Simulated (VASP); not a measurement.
# Ta3N (P-3m1) in VASP: settings compared

The runs below take Ta3N through single point, with PBEsol+U, PBE-based global hybrid, r2SCAN, PBEsol.

Everything below comes from runs of VASP 6.6.1. Logs are shortened: lines on timing, memory, paths and dates and some standing lists are left out, and cuts for length are marked.

### 1 The cell of the first run

It takes space group P-3m1 (No. 164, trigonal). The conventional cell has a = 3.001 Å, b = 3.001 Å, c = 7.545 Å, α = 90.00°, β = 90.00°, γ = 120.00°. Within 2.9 Å of Ta (site symmetry 3m) lie 3 N at 2.17 Å. Within 4.0 Å of Ta (site symmetry -3m) lie 12 Ta at 3.00 to 3.01 Å and 2 N at 3.77 Å. N (site symmetry -3m) has 6 Ta at 2.17 Å within 2.9 Å.

### 2 Single point, PBEsol+U

The input, INCAR:

```
  ALGO = Normal
  EDIFF = 1E-6
  ENCUT = 600
  GGA = PS
  GGA_COMPAT = False
  ISIF = 2
  ISMEAR = -1
  LASPH = True
  LCHARG = False
  LDAU = True
  LDAUJ = 0 0
  LDAUL = 2 -1
  LDAUPRINT = 1
  LDAUTYPE = 2
  LDAUU = 4 0
  LMAXMIX = 4
  LREAL = False
  LWAVE = False
  NBANDS = 30
  NELM = 200
  PREC = Accurate
  SIGMA = 0.05
```

The input, KPOINTS:

```
k-points
0
Gamma
  10 10 4
```

The input, POSCAR:

```
Ta3N
1.0
    3.0007497031      0.0000000000      0.0000000000
   -1.5003748516      2.5987254733      0.0000000000
    0.0000000000      0.0000000000      7.5448342701
Ta N
3 1
Direct
    0.6666666667      0.3333333333      0.8266008857
    0.3333333333      0.6666666667      0.1733991143
    0.0000000000      0.0000000000      0.5000000000
    0.0000000000      0.0000000000      0.0000000000
```

Potentials or basis: VASP PAW PBE potentials, release 64 (Ta_sv_GW, N).

Run with:

```sh
cat potpaw_PBE.64/Ta_sv_GW/POTCAR potpaw_PBE.64/N/POTCAR > POTCAR
mpirun -np 1 vasp_std > vasp.out
```

OUTCAR:

```text
EDIFF = 1E-6
   ENCUT = 600
   GGA = PS
   ISIF = 2
   ISMEAR = -1
   LASPH = True
   LREAL = False
   NELM = 200
   PREC = Accurate

 ion  position               nearest neighbor table
   1  0.667  0.333  0.827-   4 2.17   4 2.17   4 2.17   3 3.01   3 3.01   3 3.01   2 3.14   2 3.14
                             2 3.14
   2  0.333  0.667  0.173-   4 2.17   4 2.17   4 2.17   3 3.01   3 3.01   3 3.01   1 3.14   1 3.14
                             1 3.14
   3  0.000  0.000  0.500-   1 3.01   2 3.01   1 3.01   2 3.01   1 3.01   2 3.01
   4  0.000  0.000  0.000-   1 2.17   2 2.17   1 2.17   2 2.17   1 2.17   2 2.17

  LATTYP: Found a hexagonal cell.
 ALAT       =     3.0007497031
 C/A-ratio  =     2.5143164264

  Lattice vectors:

 A1 = (   3.0007497031,   0.0000000000,   0.0000000000)
 A2 = (  -1.5003748516,   2.5987254733,   0.0000000000)
 A3 = (   0.0000000000,   0.0000000000,   7.5448342701)

Analysis of symmetry for initial positions (statically):
=====================================================================
 Subroutine PRICEL returns:
 Original cell was already a primitive cell.

 Routine SETGRP: Setting up the symmetry group for a
 hexagonal supercell.

 Subroutine GETGRP returns: Found 12 space group operations
 (whereof 12 operations were pure point group operations)
 out of a pool of 24 trial point group operations.

The static configuration has the point symmetry D_3d.

Analysis of symmetry for dynamics (positions and initial velocities):
=====================================================================
 Subroutine PRICEL returns:
 Original cell was already a primitive cell.

 Routine SETGRP: Setting up the symmetry group for a
 hexagonal supercell.

 Subroutine GETGRP returns: Found 12 space group operations
 (whereof 12 operations were pure point group operations)
 out of a pool of 24 trial point group operations.

The dynamic configuration has the point symmetry D_3d.

 Subroutine INISYM returns: Found 12 space group operations
 (whereof 12 operations are pure point group operations),
 and found     1 'primitive' translations

----------------------------------------------------------------------------------------

                                     Primitive cell

  volume of cell :      58.8356

  direct lattice vectors                    reciprocal lattice vectors
     3.000749703  0.000000000  0.000000000     0.333250054  0.192402008  0.000000000
    -1.500374852  2.598725473  0.000000000     0.000000000  0.384804017  0.000000000
     0.000000000  0.000000000  7.544834270     0.000000000  0.000000000  0.132541016

  length of vectors
     3.000749703  3.000749703  7.544834270     0.384804017  0.384804017  0.132541016

  position of ions in fractional coordinates (direct lattice)
     0.666666667  0.333333333  0.826600886
     0.333333333  0.666666667  0.173399114
     0.000000000  0.000000000  0.500000000
     0.000000000  0.000000000  0.000000000

  ion indices of the primitive-cell ions
   primitive index   ion index
                 1           1
                 2           2
                 3           3
                 4           4

----------------------------------------------------------------------------------------

 KPOINTS: k-points

Automatic generation of k-mesh.
 Grid dimensions read from file:
 generate k-points for:   10   10    4

 Generating k-lattice:

  Cartesian coordinates                     Fractional coordinates (reciprocal lattice)
     0.033325005  0.019240201  0.000000000     0.100000000  0.000000000  0.000000000
     0.000000000  0.038480402  0.000000000     0.000000000  0.100000000  0.000000000
     0.000000000  0.000000000  0.033135254     0.000000000  0.000000000  0.250000000

  Length of vectors
     0.038480402  0.038480402  0.033135254

  Shift w.r.t. Gamma in fractional coordinates (k-lattice)
     0.000000000  0.000000000  0.000000000

 Subroutine IBZKPT returns following result:
 ===========================================

 Found     50 irreducible k-points:

 Following reciprocal coordinates:
            Coordinates               Weight
  0.000000  0.000000  0.000000      1.000000
  0.100000  0.000000  0.000000      6.000000
  0.200000  0.000000  0.000000      6.000000
  0.300000  0.000000  0.000000      6.000000
  0.400000  0.000000  0.000000      6.000000
  0.500000  0.000000  0.000000      3.000000
[... 16 lines left out ...]
  0.000000  0.400000  0.250000      6.000000
  0.500000  0.000000  0.250000      6.000000
 [... further k-points ...]
   k-points           NKPTS =     50   k-points in BZ     NKDIM =     50   number of bands    NBANDS=     30
   number of dos      NEDOS =    301   number of ions     NIONS =      4
   total plane-waves  NPLWV =  34560
   dimension x,y,z NGX =    24 NGY =   24 NGZ =   60
   dimension x,y,z NGXF=    48 NGYF=   48 NGZF=  120
   ions per type =               3   1
   NGX,Y,Z   is equivalent  to a cutoff of  13.30, 13.30, 13.22 a.u.
   NGXF,Y,Z  is equivalent  to a cutoff of  26.59, 26.59, 26.44 a.u.
 SYSTEM =  unknown system
   PREC   = accura    normal or accurate (medium, high low for compatibility)
   ISTART =      0    job   : 0-new  1-cont  2-samecut
   ICHARG =      2    charge: 1-file 2-atom 10-const
   ISPIN  =      1    spin polarized calculation?
   LNONCOLLINEAR =      F non collinear calculations
   LSORBIT =      F    spin-orbit coupling
   LASPH  =      T    aspherical Exc in radial PAW
   ENCUT  =  600.0 eV  44.10 Ry    6.64 a.u.   5.99  5.99 15.07*2*pi/ulx,y,z
   NELM   =    200;   NELMIN=  2; NELMDL= -5     # of ELM steps
   EDIFF  = 0.1E-05   stopping-criterion for ELM
   LREAL  =      F    real-space projection
   EDIFFG = 0.1E-04   stopping-criterion for IOM
   NSW    =      0    number of steps for IOM
   IBRION =     -1    ionic relax: 0-MD 1-quasi-New 2-CG
   NFREE  =      0    steps in history (QN), initial steepest desc. (CG)
   ISIF   =      2    stress and relaxation
   ISYM   =      2    0-nonsym 1-usesym 2-fastsym
   POTIM  = 0.5000    time-step for ionic-motion
   TEBEG  =    0.0;   TEEND  =   0.0 temperature during run
   PSTRESS=    0.0 pullay stress
   NELECT =      44.0000    total number of electrons
   NUPDOWN=      -1.0000    fix difference up-down
   EMIN   =  10.00;   EMAX   =-10.00  energy-range for DOS
   EFERMI =   0.00;   METHOD = LEGACY
   ISMEAR =    -1;   SIGMA  =   0.05  broadening in eV -4-tet -1-fermi 0-gaus
   EFERMI_NEDOS =   21; number of points for ismear=-14 and -15
   IALGO  =     38    algorithm
   IMIX   =      4    mixing-type and parameters
     AMIX     =   0.40;   BMIX     =  1.00
     AMIX_MAG =   1.60;   BMIX_MAG =  1.00
  volume/ion in A,a.u.               =      14.71        99.26
  Fermi-wavevector in a.u.,A,eV,Ry     =   1.485978  2.808092 30.043448  2.208131
  Thomas-Fermi vector in A             =   2.599322
   LORBIT       =      0    0 simple, 1 ext, 2 COOP (PROOUT), +10 PAW based schemes
 LDA+U is selected, type is set to LDAUTYPE =  2
   angular momentum for each species LDAUL =     2   -1
   U (eV)           for each species LDAUU =   4.0  0.0
   J (eV)           for each species LDAUJ =   0.0  0.0
   GGA     = PS    functional components
   LHFCALC =     F    Hartree Fock is set to
   AEXX    =    0.0000 exact exchange contribution
   IVDW    =     0    specifies the selected vdW correction
   LEPSILON=     F    determine dielectric tensor
   LRPA    =     F    only Hartree local field effects (RPA)
 non-spin polarized calculation
  energy-cutoff  :      600.00
  volume of cell :       58.84
 maximum number of plane-waves:      1990
   NGX = 11   NGY = 11   NGZ = 31

atom =   1  type =  1  l = 2

 onsite density matrix

spin component  1

  0.2259  0.0000  0.0000  0.0111 -0.0000
  0.0000  0.2083  0.0000 -0.0000  0.0111
  0.0000  0.0000  0.2472  0.0000  0.0000
  0.0111 -0.0000  0.0000  0.2083 -0.0000
 -0.0000  0.0111  0.0000 -0.0000  0.2259

spin component  2

  0.2259  0.0000  0.0000  0.0111 -0.0000
  0.0000  0.2083  0.0000 -0.0000  0.0111
  0.0000  0.0000  0.2472  0.0000  0.0000
  0.0111 -0.0000  0.0000  0.2083 -0.0000
 -0.0000  0.0111  0.0000 -0.0000  0.2259
[... 67 lines left out ...]
 occupancies and eigenvectors

  o =  0.1417  v = -0.4387  0.4913  0.0000  0.6832 -0.3155  0.0000  0.0000  0.0000  0.0000  0.0000      0.0000  0.0000  0.0000  0.0000  0.0000  0.0000  0.0000  0.0000  0.0000  0.0000
  o =  0.1417  v =  0.0000  0.0000  0.0000  0.0000  0.0000 -0.4387  0.4913  0.0000  0.6832 -0.3155      0.0000  0.0000  0.0000  0.0000  0.0000  0.0000  0.0000  0.0000  0.0000  0.0000
  o =  0.1417  v = -0.3155 -0.6832  0.0000  0.4913  0.4387  0.0000  0.0000  0.0000  0.0000  0.0000      0.0000  0.0000  0.0000  0.0000  0.0000  0.0000  0.0000  0.0000  0.0000  0.0000
  o =  0.1417  v =  0.0000  0.0000  0.0000  0.0000  0.0000 -0.3155 -0.6832  0.0000  0.4913  0.4387      0.0000  0.0000  0.0000  0.0000  0.0000  0.0000  0.0000  0.0000  0.0000  0.0000
  o =  0.2336  v =  0.0000  0.0000  0.0000  0.0000  0.0000  0.6831  0.3155 -0.0000  0.4387  0.4913      0.0000  0.0000  0.0000  0.0000  0.0000  0.0000  0.0000  0.0000  0.0000  0.0000
  o =  0.2336  v =  0.6831  0.3155 -0.0000  0.4387  0.4913  0.0000  0.0000  0.0000  0.0000  0.0000      0.0000  0.0000  0.0000  0.0000  0.0000  0.0000  0.0000  0.0000  0.0000  0.0000
  o =  0.2336  v =  0.0000  0.0000  0.0000  0.0000  0.0000  0.4913 -0.4387 -0.0000  0.3155 -0.6831      0.0000  0.0000  0.0000  0.0000  0.0000  0.0000  0.0000  0.0000  0.0000  0.0000
  o =  0.2336  v =  0.4913 -0.4387 -0.0000  0.3155 -0.6831  0.0000  0.0000  0.0000  0.0000  0.0000      0.0000  0.0000  0.0000  0.0000  0.0000  0.0000  0.0000  0.0000  0.0000  0.0000
  o =  0.2806  v =  0.0000  0.0000  1.0000  0.0000  0.0000  0.0000  0.0000  0.0000  0.0000  0.0000      0.0000  0.0000  0.0000  0.0000  0.0000  0.0000  0.0000  0.0000  0.0000  0.0000
  o =  0.2806  v =  0.0000  0.0000  0.0000  0.0000  0.0000  0.0000  0.0000  1.0000  0.0000  0.0000      0.0000  0.0000  0.0000  0.0000  0.0000  0.0000  0.0000  0.0000  0.0000  0.0000

 number of electron      43.9999997 magnetization

 Free energy of the ion-electron system (eV)
  ---------------------------------------------------
  ext. energy  EPLUGINS =         0.00000000
  ---------------------------------------------------
  free energy    TOTEN  =       -45.54296168 eV

  energy without entropy =      -45.51690401  energy(sigma->0) =      -45.52993284

 E-fermi :  11.8262     XC(G=0): -13.3228

 val. band max:       11.8260563019   @ k =   0.1000   0.0000   0.2500
 cond. band min:      11.8349544027   @ k =   0.5000   0.0000   0.0000
 fundamental gap:      0.0088981008
 Fermi energy:        11.8261646702

 k-point     1 :       0.0000    0.0000    0.0000
  band No.  band energies     occupation
      1     -57.3457      2.00000
      2     -57.3181      2.00000
      3     -56.8210      2.00000
      4     -24.1145      2.00000
      5     -23.8183      2.00000
      6     -23.4509      2.00000
[... 781 lines left out ...]
     29      17.1319      0.00000
     30      17.6667      0.00000

 [... further k-points ...]

------------------------ aborting loop because EDIFF is reached ----------------------------------------

  FORCE on cell =-STRESS in cart. coord.  units (eV):
  Direction    XX          YY          ZZ          XY          YZ          ZX
  --------------------------------------------------------------------------------------
  -------------------------------------------------------------------------------------
  Total        3.6074009      3.6074009      3.2319505     -0.0000000     -0.0000000      0.0000000
  in kB       98.2347440     98.2347440     88.0106844     -0.0000000     -0.0000000      0.0000000
  external PRESSURE =      94.8267241 kB  Pullay stress =       0.0000000 kB

 VOLUME and BASIS-vectors are now :
 -----------------------------------------------------------------------------
  energy-cutoff  :      600.00
  volume of cell :       58.84
      direct lattice vectors                 reciprocal lattice vectors
     3.000749703  0.000000000  0.000000000     0.333250054  0.192402008  0.000000000
    -1.500374852  2.598725473  0.000000000     0.000000000  0.384804017  0.000000000
     0.000000000  0.000000000  7.544834270     0.000000000  0.000000000  0.132541016

 POSITION                                       TOTAL-FORCE (eV/Angst)
 -----------------------------------------------------------------------------------
      1.50037      0.86624      6.23657        -0.000000     -0.000000     -0.378871
     -0.00000      1.73248      1.30827         0.000000      0.000000      0.378871
      0.00000      0.00000      3.77242         0.000000      0.000000      0.000000
      0.00000      0.00000      0.00000         0.000000      0.000000      0.000000
 -----------------------------------------------------------------------------------
    total drift:                               -0.000000      0.000000     -0.000000

  FREE ENERGIE OF THE ION-ELECTRON SYSTEM (eV)
  ---------------------------------------------------
  free  energy   TOTEN  =       -45.5429616769 eV

  energy  without entropy=      -45.5169040113  energy(sigma->0) =      -45.52993284
```

Run time: 81 s. Hardware: 1 thread of Intel Xeon Platinum 8488C (Sapphire Rapids), shared host; peak memory 0.24 GiB.

What came out:

* Free energy: -45.5430 eV
* Pressure: 9.5 GPa
* Largest force: 0.379 eV/Å
* Band gap on the k mesh: zero (band 22 reaches 11.99 eV, above the bottom of band 23 at 11.53 eV)

Forces in eV/Å, atoms in the order of the input:
```
Ta   0.000  0.000 -0.379
Ta   0.000  0.000  0.379
Ta   0.000  0.000  0.000
N    0.000  0.000  0.000
```

Stress tensor (GPa, compression positive):
```
9.82 0.00 0.00
0.00 9.82 0.00
0.00 0.00 8.80
```

Eigenvalues of the final occupation matrices:
```
    site  spin  trace               eigenvalues
site 1 d     1   1.12  0.20 0.20 0.23 0.23 0.25
site 1 d     2   1.12  0.20 0.20 0.23 0.23 0.25
site 2 d     1   1.12  0.20 0.20 0.23 0.23 0.25
site 2 d     2   1.12  0.20 0.20 0.23 0.23 0.25
site 3 d     1   1.03  0.14 0.14 0.23 0.23 0.28
site 3 d     2   1.03  0.14 0.14 0.23 0.23 0.28
```

Caveat: the PAW data sets were made with another functional, which shifts forces and pressure a little; spin-orbit coupling is left out, which moves the levels of the heavy elements; U without spin polarisation on a metal has little footing.

[end of part 1 of 2]
